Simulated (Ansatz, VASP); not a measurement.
# Two plane-wave programs on YRh

Contents of INCAR:

```
SYSTEM = YRh
PREC = Accurate ; ENCUT = 500
EDIFF = 1E-6 ; ISMEAR = 0
SIGMA = 0.1 ; LREAL = .FALSE.
LASPH = .TRUE. ; NELM = 120
ALGO = Normal ; ISIF = 2
LWAVE = .FALSE. ; LCHARG = .FALSE.
GGA = CA ; NBANDS = 20
GGA_COMPAT = .FALSE.
```

KPOINTS

```
Automatic mesh
0
G
  6 6 6
  0 0 0
```

POSCAR

```
YRh
1.0
    3.4070000000      0.0000000000      0.0000000000
    0.0000000000      3.4070000000      0.0000000000
    0.0000000000      0.0000000000      3.4070000000
Y Rh
1 1
Direct
    0.5000000000      0.5000000000      0.5000000000
    0.0000000000      0.0000000000      0.0000000000
```

Input for Ansatz:

```yaml
crystal:
  lattice:
    - [3.407, 0.0, 0.0]
    - [0.0, 3.407, 0.0]
    - [0.0, 0.0, 3.407]
  atoms:
    - { symbol: "Y", position: [0.5, 0.5, 0.5] }
    - { symbol: Rh, position: [0.0, 0.0, 0.0] }
basis:
  ecutwfc: 420
kpoints:
  mp_grid: { grid: [6, 6, 6] }
hamiltonian:
  xc: lda
scf:
  occupations: { method: gaussian, width: 0.1 }
output:
  forces: true
  stress: true
  eigenvalues: true
```

Alike in both runs: task single point; functional LDA; k mesh 6 × 6 × 6; occupations gaussian, width 0.1 eV; no spin polarisation.

```csv
,VASP,Ansatz
version,VASP 6.6.1,Ansatz 0.2.0
potentials or method,"VASP PAW LDA potentials, release 64 (Y_sv, Rh_pv), cutoff 500 eV","scalar-relativistic, plane waves, PAW"
valence electrons in the cell,26,28
```

Ansatz gave:

* gap on the k mesh at the Fermi level (eV): none
* pressure (GPa): -6.0

Problem. Estimate VASP's values.

Solution. gap on the k mesh at the Fermi level (eV): none; pressure (GPa): -5.9.

LDA's correlation is that of Perdew and Zunger in VASP and of Perdew and Wang (1992) in Ansatz. A gap of «none» marks a metal or a gap that the smearing closes. VASP's potentials hold 26 valence electrons a cell and Ansatz's 28, so a difference there can come from the potentials and not from the codes.
